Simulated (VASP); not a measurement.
## Al3HRu4: single point with PBEsol

Al3HRu4, a slab with vacuum:

```xyz
8
Lattice="2.9764 0.0000 0.0000 0.0000 2.9764 0.0000 0.0000 0.0000 27.9292" Properties=species:S:1:pos:R:3 pbc="T T T"
Ru    1.4882    1.4882    8.5000
Ru    1.4882    1.4882   11.4764
Ru    1.4882    1.4882   14.4089
Ru    1.4882    1.4882   17.3488
Al    0.0000    0.0000    9.9882
Al    0.0000    0.0000   12.9464
Al    0.0000    0.0000   15.9113
H     0.0000    1.4882   18.2764
```

```
Program             : VASP 6.6.1
Task                : single point
Functional          : PBEsol
Potentials or basis : VASP PAW PBE potentials, release 64 (Ru_pv, Al, H)
Cutoff              : 520 eV
k mesh              : 10 × 10 × 1
Occupations         : gaussian, width 0.1 eV
Spin                : no spin polarisation
```

| Item | Value |
| --- | --- |
| Largest force | 0.676 eV/Å |
| Band gap on the k mesh | zero (bands 33 and 34 overlap by 2.00 eV) |

Forces in eV/Å, atoms in the order of the input:
```
Ru   0.000  0.000  0.676
Ru   0.000  0.000 -0.335
Ru   0.000  0.000  0.002
Ru   0.000  0.000  0.015
Al   0.000  0.000 -0.359
Al   0.000  0.000  0.014
Al   0.000  0.000 -0.014
H    0.000  0.000  0.001
```

Levels at points of the mesh, in eV from the Fermi level:
```csv
k point,band 30,band 31,band 32,band 33,band 34,band 35,band 36,band 37
"(0.00, 0.00, 0.00)",-0.13,-0.05,0.14,0.18,0.21,0.31,0.51,0.68
"(0.50, 0.00, 0.00)",-1.01,-0.74,-0.50,-0.02,0.16,0.45,0.99,1.26
"(0.00, 0.50, 0.00)",-0.74,-0.65,-0.26,-0.18,-0.03,-0.01,0.39,1.14
"(0.50, 0.50, 0.00)",1.03,1.24,1.45,1.53,1.59,1.77,2.17,2.79
```

Run time: 15 min on 1 thread of Intel(R) Xeon(R) 6975P-C (Granite Rapids), with other jobs on the host, peak memory 0.51 GiB.

Caveat: the PAW data sets were made with another functional, which shifts forces and pressure a little.
